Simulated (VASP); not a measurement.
# TiO2 (I4_1/amd) in VASP: single point with LDA

Aim: the single point of TiO2 with LDA.

Program: VASP 6.6.1. These are calculated values, not measurements. Logs are shortened: lines on timing, memory, paths and dates and some standing lists are left out, and cuts for length are marked.

## Step 1: The cell of the first run

It takes space group I4_1/amd (No. 141, tetragonal). Conventional cell: a = 3.765 Å, b = 3.765 Å, c = 9.702 Å, α = 90.00°, β = 90.00°, γ = 90.00°. Ti (site symmetry -4m2) has 6 O at 1.93 to 1.99 Å within 2.6 Å. O (site symmetry 2mm) has 3 Ti at 1.93 to 1.99 Å and 2 O at 2.44 Å within 2.6 Å.

## Step 2: Single point, LDA (11.46 Å³/atom)

File INCAR:

```
SYSTEM = TiO2
  PREC = Accurate
  ENCUT = 1340
  EDIFF = 1E-6
  ISMEAR = 0
  SIGMA = 0.05
  LREAL = .FALSE.
  LASPH = .TRUE.
  NELM = 120
  ALGO = Normal
  ISIF = 2
  LWAVE = .FALSE.
  LCHARG = .FALSE.
  NBANDS = 33
  GGA_COMPAT = .FALSE.
```

File KPOINTS:

```
regular mesh
0
G
  8 8 8
  0 0 0
```

File POSCAR:

```
TiO2
1.0
   -1.8823532506      1.8823532506      4.8507843310
    1.8823532506     -1.8823532506      4.8507843310
    1.8823532506      1.8823532506     -4.8507843310
Ti O
2 4
Direct
    0.0000000000      0.0000000000      0.0000000000
    0.7500000000      0.2500000000      0.5000000000
    0.2049362703      0.2049362703      0.0000000000
    0.9549362703      0.4549362703      0.5000000000
    0.5450637297      0.0450637297      0.5000000000
    0.7950637297      0.7950637297      0.0000000000
```

Potentials or basis: VASP PAW LDA potentials, release 64 (Ti_sv, O_h).

The run is started by

```sh
cat potpaw_LDA.64/Ti_sv/POTCAR potpaw_LDA.64/O_h/POTCAR > POTCAR
mpirun -np 1 vasp_std > vasp.out
```

OUTCAR:

```text
SYSTEM = TiO2
   PREC = Accurate
   ENCUT = 1340
   EDIFF = 1E-6
   ISMEAR = 0
   LREAL = .FALSE.
   LASPH = .TRUE.
   NELM = 120
   ISIF = 2

 ion  position               nearest neighbor table
   1  0.000  0.000  0.000-   5 1.93   4 1.93   5 1.93   4 1.93   3 1.99   6 1.99
   2  0.750  0.250  0.500-   6 1.93   3 1.93   6 1.93   3 1.93   4 1.99   5 1.99
   3  0.205  0.205  0.000-   2 1.93   2 1.93   1 1.99
   4  0.955  0.455  0.500-   1 1.93   1 1.93   2 1.99
   5  0.545  0.045  0.500-   1 1.93   1 1.93   2 1.99
   6  0.795  0.795  0.000-   2 1.93   2 1.93   1 1.99

  LATTYP: Found a body centered tetragonal cell.
 ALAT       =     3.7647065012
 C/A-ratio  =     2.5769787522

  Lattice vectors:

 A1 = (  -1.8823532506,   1.8823532506,   4.8507843310)
 A2 = (   1.8823532506,  -1.8823532506,   4.8507843310)
 A3 = (   1.8823532506,   1.8823532506,  -4.8507843310)

Analysis of symmetry for initial positions (statically):
=====================================================================
 Subroutine PRICEL returns:
 Original cell was already a primitive cell.

 Routine SETGRP: Setting up the symmetry group for a
 body centered tetragonal supercell.

 Subroutine GETGRP returns: Found 16 space group operations
 (whereof  8 operations were pure point group operations)
 out of a pool of 16 trial point group operations.

The static configuration has the point symmetry D_2d.
 The point group associated with its full space group is D_4h.

Analysis of symmetry for dynamics (positions and initial velocities):
=====================================================================
 Subroutine PRICEL returns:
 Original cell was already a primitive cell.

 Routine SETGRP: Setting up the symmetry group for a
 body centered tetragonal supercell.

 Subroutine GETGRP returns: Found 16 space group operations
 (whereof  8 operations were pure point group operations)
 out of a pool of 16 trial point group operations.

The dynamic configuration has the point symmetry D_2d.
 The point group associated with its full space group is D_4h.

 Subroutine INISYM returns: Found 16 space group operations
 (whereof  8 operations are pure point group operations),
 and found     1 'primitive' translations

----------------------------------------------------------------------------------------

                                     Primitive cell

[... 99 lines left out ...]
   LREAL  =      F    real-space projection
   EDIFFG = 0.1E-04   stopping-criterion for IOM
   NSW    =      0    number of steps for IOM
   IBRION =     -1    ionic relax: 0-MD 1-quasi-New 2-CG
   NFREE  =      0    steps in history (QN), initial steepest desc. (CG)
   ISIF   =      2    stress and relaxation
   ISYM   =      2    0-nonsym 1-usesym 2-fastsym
   POTIM  = 0.5000    time-step for ionic-motion
   TEBEG  =    0.0;   TEEND  =   0.0 temperature during run
   PSTRESS=    0.0 pullay stress
   NELECT =      48.0000    total number of electrons
   NUPDOWN=      -1.0000    fix difference up-down
   EMIN   =  10.00;   EMAX   =-10.00  energy-range for DOS
   EFERMI =   0.00;   METHOD = LEGACY
   ISMEAR =     0;   SIGMA  =   0.05  broadening in eV -4-tet -1-fermi 0-gaus
   EFERMI_NEDOS =   21; number of points for ismear=-14 and -15
   IALGO  =     38    algorithm
   IMIX   =      4    mixing-type and parameters
     AMIX     =   0.40;   BMIX     =  1.00
     AMIX_MAG =   1.60;   BMIX_MAG =  1.00
  volume/ion in A,a.u.               =      11.46        77.32
  Fermi-wavevector in a.u.,A,eV,Ry     =   1.452325  2.744496 28.698063  2.109248
  Thomas-Fermi vector in A             =   2.569720
   LORBIT       =      0    0 simple, 1 ext, 2 COOP (PROOUT), +10 PAW based schemes
   GGA     = CA    functional components
   LHFCALC =     F    Hartree Fock is set to
   AEXX    =    0.0000 exact exchange contribution
   IVDW    =     0    specifies the selected vdW correction
   LEPSILON=     F    determine dielectric tensor
   LRPA    =     F    only Hartree local field effects (RPA)
 non-spin polarized calculation
 Gauss-broadening in eV      SIGMA  =   0.05
  energy-cutoff  :     1340.00
  volume of cell :       68.75
 maximum number of plane-waves:      7688
 NGX is ok and might be reduce to    70
   NGX = 33   NGY = 33   NGZ = 33

 number of electron      48.0000000 magnetization

 Free energy of the ion-electron system (eV)
  ---------------------------------------------------
  ext. energy  EPLUGINS =         0.00000000
  ---------------------------------------------------
  free energy    TOTEN  =       -58.83807520 eV

  energy without entropy =      -58.83807520  energy(sigma->0) =      -58.83807520

 E-fermi :   3.6798     XC(G=0): -11.2904

 val. band max:        3.3927467087   @ k =  -0.3750   0.3750   0.0000
 cond. band min:       5.5281369448   @ k =   0.0000   0.0000   0.0000
 fundamental gap:      2.1353902361
 Fermi energy:         3.6797603355

 k-point     1 :       0.0000    0.0000    0.0000
  band No.  band energies     occupation
      1     -52.1847      2.00000
      2     -52.1261      2.00000
      3     -29.0562      2.00000
      4     -28.8093      2.00000
      5     -28.8093      2.00000
      6     -28.7418      2.00000
[... 853 lines left out ...]
     32      10.0364      0.00000
     33      10.5745      0.00000

 [... further k-points ...]

------------------------ aborting loop because EDIFF is reached ----------------------------------------

  FORCE on cell =-STRESS in cart. coord.  units (eV):
  Direction    XX          YY          ZZ          XY          YZ          ZX
  --------------------------------------------------------------------------------------
  -------------------------------------------------------------------------------------
  Total       -2.7263371     -2.7263371     -2.6919812      0.0000000      0.0000000      0.0000000
  in kB      -63.5354217    -63.5354217    -62.7347809      0.0000000      0.0000000      0.0000000
  external PRESSURE =     -63.2685415 kB  Pullay stress =       0.0000000 kB

 VOLUME and BASIS-vectors are now :
 -----------------------------------------------------------------------------
  energy-cutoff  :     1340.00
  volume of cell :       68.75
      direct lattice vectors                 reciprocal lattice vectors
    -1.882353251  1.882353251  4.850784331     0.000000000  0.265624956  0.103076114
     1.882353251 -1.882353251  4.850784331     0.265624956  0.000000000  0.103076114
     1.882353251  1.882353251 -4.850784331     0.265624956  0.265624956  0.000000000

 POSITION                                       TOTAL-FORCE (eV/Angst)
 -----------------------------------------------------------------------------------
      0.00000      0.00000      0.00000         0.000000      0.000000      0.000000
     -0.00000      1.88235      2.42539         0.000000      0.000000      0.000000
      0.00000      0.00000      1.98820         0.000000     -0.000000      0.028174
      0.00000      1.88235      4.41360        -0.000000      0.000000      0.028174
      0.00000      1.88235      0.43719        -0.000000      0.000000     -0.028174
      0.00000      0.00000      7.71337         0.000000     -0.000000     -0.028174
 -----------------------------------------------------------------------------------
    total drift:                               -0.000000      0.000000     -0.000000

  FREE ENERGIE OF THE ION-ELECTRON SYSTEM (eV)
  ---------------------------------------------------
  free  energy   TOTEN  =       -58.8380751965 eV

  energy  without entropy=      -58.8380751965  energy(sigma->0) =      -58.83807520
```

Run time: 12 min. Hardware: 1 thread of Intel Xeon 6975P-C (Granite Rapids), shared host; peak memory 0.75 GiB.

Results:

| Property | Result |
| --- | --- |
| Free energy | -58.8381 eV |
| Pressure | -6.3 GPa |
| Largest force | 0.028 eV/Å |
| Band gap on the k mesh | 2.14 eV (least direct gap 2.39 eV) |

Forces on the atoms (eV/Å):
```
Ti   0.000  0.000  0.000
Ti   0.000  0.000  0.000
O    0.000  0.000  0.028
O    0.000  0.000  0.028
O    0.000  0.000 -0.028
O    0.000  0.000 -0.028
```

Caveat: the cell stands under tension.
